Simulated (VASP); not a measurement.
Input of a VASP 6.6.1 run:

INCAR

```
SYSTEM = B3C2Br
ALGO = Fast
EDIFF = 1E-6
ENCUT = 520
GGA = PE
ISIF = 2
ISMEAR = 0
ISPIN = 2
LASPH = .TRUE.
LCHARG = .FALSE.
LORBIT = 11
LREAL = .FALSE.
LWAVE = .FALSE.
MAGMOM = 0 0 0 1 1 0
NBANDS = 25
NELM = 150
PREC = Accurate
SIGMA = 0.1
```

Contents of KPOINTS:

```
k-points
0
G
  6 6 4
  0 0 0
```

The input POSCAR:

```
B3C2Br
1.0
    4.1128381800      0.0000000000      0.0000000000
   -2.0564190900      3.5618223400      0.0000000000
    0.0000000000      0.0000000000      6.6031536100
B C Br
3 2 1
Direct
    0.6666666700      0.3333333300      0.3575947000
    0.3333333300      0.6666666700      0.6424053000
    0.0000000000      0.0000000000      0.5000000000
    0.6666666700      0.3333333300      0.7436280300
    0.3333333300      0.6666666700      0.2563719700
    0.0000000000      0.0000000000      0.0000000000
```

Potentials or basis: VASP PAW PBE potentials, release 64 (B, C, Br).

Run with:

```console
$ cat potpaw_PBE.64/B/POTCAR potpaw_PBE.64/C/POTCAR potpaw_PBE.64/Br/POTCAR > POTCAR
$ mpirun -np 1 vasp_std > vasp.out
```

(1) What does it give for the pressure?

(2) What does it give for the largest force?

(3) Predict the net moment.

Results:

(1) -22.2 GPa.

(2) 1.259 eV/Å.

(3) 0.00 μB per cell.

Caveat: the stress differs along the axes, from -28 to -11 GPa; forces of over 1 eV/Å act on the atoms, so gaps and moduli don't describe the material at rest.
